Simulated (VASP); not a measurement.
Write the native input for VASP 6.6.1 that does the following.

```yaml
Task: single point
Functional: PBE
Potentials_or_basis: VASP PAW PBE potentials, release 64 (N)
Cutoff: 600 eV
k_mesh: 22 × 22 × 22
Occupations: gaussian, width 0.1 eV
Spin: no spin polarisation
Dipole_correction: no
Further_INCAR_settings: ALGO = Normal; EDIFF = 1e-06; NBANDS = 8
```

The structure of N lies in POSCAR:

```
N
1.0
    0.0000000000      1.5840457256      1.5840457256
    1.5840457256      0.0000000000      1.5840457256
    1.5840457256      1.5840457256      0.0000000000
N
1
Direct
    0.0000000000      0.0000000000      0.0000000000
```

This cell differs from its parent crystal: strained.

The input as run:

INCAR

```
SYSTEM = N
  PREC = Accurate
  ENCUT = 600
  EDIFF = 1E-6
  ISMEAR = 0
  SIGMA = 0.1
  LREAL = .FALSE.
  LASPH = .TRUE.
  NELM = 120
  ALGO = Normal
  ISIF = 2
  LWAVE = .FALSE.
  LCHARG = .FALSE.
  GGA = PE
  NBANDS = 8
  GGA_COMPAT = .FALSE.
```

KPOINTS

```
Automatic mesh
0
G
  22 22 22
  0 0 0
```

Potentials or basis: VASP PAW PBE potentials, release 64 (N).

Command:

```bash
$ cat potpaw_PBE.64/N/POTCAR > POTCAR
$ mpirun -np 1 vasp_std > vasp.out
```

Results of the run:

| Property | Result |
| --- | --- |
| Pressure | -7.8 GPa |

Caveat: the cell differs from its parent crystal (strained).

Wall time 10 s on 1 thread of Intel(R) Xeon(R) Platinum 8559C (Emerald Rapids), with other jobs on the host, peak memory 0.12 GiB.
